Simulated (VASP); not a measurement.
A run of VASP 6.6.1 is set up as follows.

File POSCAR:

```
HfO2
1.0
    0.0000000000      2.5291750342      2.5291750342
    2.5291750342      0.0000000000      2.5291750342
    2.5291750342      2.5291750342      0.0000000000
Hf O
1 2
Direct
    0.0000000000      0.0000000000      0.0000000000
    0.2500000000      0.2500000000      0.2500000000
    0.7500000000      0.7500000000      0.7500000000
```

INCAR.step1

```
SYSTEM = HfO2
ALGO = Normal
EDIFF = 1E-4
ENCUT = 520
GGA = PE
ISMEAR = 0
LASPH = .TRUE.
LCHARG = .FALSE.
LREAL = .FALSE.
LWAVE = .TRUE.
NBANDS = 18
NELM = 100
PREC = Accurate
SIGMA = 0.05
```

The input INCAR.step2:

```
SYSTEM = HfO2
ALGO = Normal
EDIFF = 1E-7
ENCUT = 520
ISIF = 2
ISMEAR = 0
ISTART = 1
LASPH = .TRUE.
LCHARG = .FALSE.
LMIXTAU = .TRUE.
LREAL = .FALSE.
LWAVE = .FALSE.
METAGGA = R2SCAN
NBANDS = 18
NELM = 100
PREC = Accurate
SIGMA = 0.05
```

File KPOINTS:

```
k-points
0
G
  8 8 8
  0 0 0
```

Potentials or basis: VASP PAW PBE potentials, release 64 (Hf_pv, O).

Command:

```sh
$ cat potpaw_PBE.64/Hf_pv/POTCAR potpaw_PBE.64/O/POTCAR > POTCAR
$ cp INCAR.step1 INCAR
$ mpirun -np 1 vasp_std > vasp.out
$ cp INCAR.step2 INCAR
$ mpirun -np 1 vasp_std > vasp.out
```

Question: Predict the band gap on the k mesh.

Answer: 4.31 eV, direct.

Question: Predict the pressure.

Answer: -4.0 GPa.

Caveat: the PAW data sets were made with another functional, which shifts forces and pressure a little; spin-orbit coupling is left out, which moves the levels of the heavy elements. A k mesh can miss the band edges.
